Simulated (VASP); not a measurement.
Set up this calculation in VASP 6.6.1, as the native input.

```
Task                               : single point
Functional                         : HSE06
Potentials or basis                : VASP PAW PBE potentials, release 64 (Mg, Te)
Cutoff                             : 520 eV
k mesh                             : 6 × 6 × 2
Occupations                        : gaussian, width 0.01 eV
Spin                               : no spin polarisation
Dipole correction                  : no
Grid for exact exchange (PRECFOCK) : Normal
Further INCAR settings             : ALGO = Normal; EDIFF = 1e-06; NBANDS = 16
Share of exact exchange            : 0.25
Screening parameter                : 0.2079 1/Å
```

The system is MgTe.

```xyz
4
Lattice="4.4870 0.0000 0.0000 -2.2435 3.8859 0.0000 0.0000 0.0000 7.3075" Properties=species:S:1:pos:R:3 pbc="T T T"
Mg    0.0000    2.5906   -0.0044
Mg    2.2435    1.2953    3.6493
Te    0.0000    2.5906    2.7447
Te    2.2435    1.2953    6.3985
```

This cell differs from its parent crystal: strain -2.0%.

One way to write it, as run:

POSCAR

```
MgTe
1.0
    4.4869984624      0.0000000000      0.0000000000
   -2.2434992312      3.8858546552      0.0000000000
    0.0000000000      0.0000000000      7.3074784897
Mg Te
2 2
Direct
    0.3333333333      0.6666666667     -0.0006080520
    0.6666666667      0.3333333333      0.4993919480
    0.3333333333      0.6666666667      0.3756080520
    0.6666666667      0.3333333333      0.8756080520
```

INCAR.step1

```
SYSTEM = MgTe
PREC = Accurate
ENCUT = 520
EDIFF = 1E-5
ISMEAR = 0
SIGMA = 0.01
LREAL = .False.
LASPH = .True.
NELM = 120
ALGO = Normal
ISIF = 2
LWAVE = .True.
LCHARG = .False.
NBANDS = 16
GGA = PE
GGA_COMPAT = .False.
```

INCAR.step2

```
SYSTEM = MgTe
PREC = Accurate
ENCUT = 520
EDIFF = 1E-6
ISMEAR = 0
SIGMA = 0.01
LREAL = .False.
LASPH = .True.
NELM = 120
ALGO = Normal
ISIF = 2
LWAVE = .False.
LCHARG = .False.
GGA = PE
LHFCALC = .True.
HFSCREEN = 0.2079
PRECFOCK = Normal
NBANDS = 16
ISTART = 1
GGA_COMPAT = .False.
```

KPOINTS

```
regular mesh
0
Gamma
  6 6 2
  0 0 0
```

Potentials or basis: VASP PAW PBE potentials, release 64 (Mg, Te).

Launch:

```bash
$ cat potpaw_PBE.64/Mg/POTCAR potpaw_PBE.64/Te/POTCAR > POTCAR
$ cp INCAR.step1 INCAR
$ mpirun -np 1 vasp_std > vasp.out
$ cp INCAR.step2 INCAR
$ mpirun -np 1 vasp_std > vasp.out
```

It gave:

```
Pressure               : 2.2 GPa
Band gap on the k mesh : 3.50 eV
```

Caveat: the k points lie up to 0.43 Å⁻¹ apart; the cell differs from its parent crystal (strain -2.0%); the PAW data sets were made with another functional, which shifts forces and pressure a little; spin-orbit coupling is left out, which moves the levels of the heavy elements.

Wall time 17 min on 1 thread of Intel(R) Xeon(R) 6975P-C (Granite Rapids) (shared host), peak memory 0.36 GiB.
